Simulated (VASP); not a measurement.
Runs of VASP 6.6.1 on HfN. The structure is that of space group Fm-3m (No. 225), or close to it. The cells are those of the table. 

```csv
cell,gap on the mesh (eV),pressure (GPa)
"a = 3.190 Å, angles 60.0°, 2 atoms",none,(b)
"a = 3.162 Å, angles 60.0°, 2 atoms",none,(a)
"a = 3.219 Å, angles 60.0°, 2 atoms",none,-16.1
"a = 3.103 Å, angles 60.0°, 2 atoms",none,17.3
"a = 3.273 Å, angles 60.0°, 2 atoms",none,-26.7
```

Alike in all rows: task single point; level LDA; potentials or basis VASP PAW LDA potentials, release 64 (Hf_pv, N); no spin polarisation; k mesh 11 × 11 × 11; cutoff (eV) 520; smearing fermi-dirac 0.05 eV.

Problem. Fill in the values left out.

Solution. (a) -1.8; (b) -9.5.

Caveats: spin-orbit coupling is left out, which moves the levels of the heavy elements.

A k mesh can miss the band edges, and the runs leave out spin-orbit coupling on Hf.

A gap of «none» marks levels without a gap at the run's occupations.
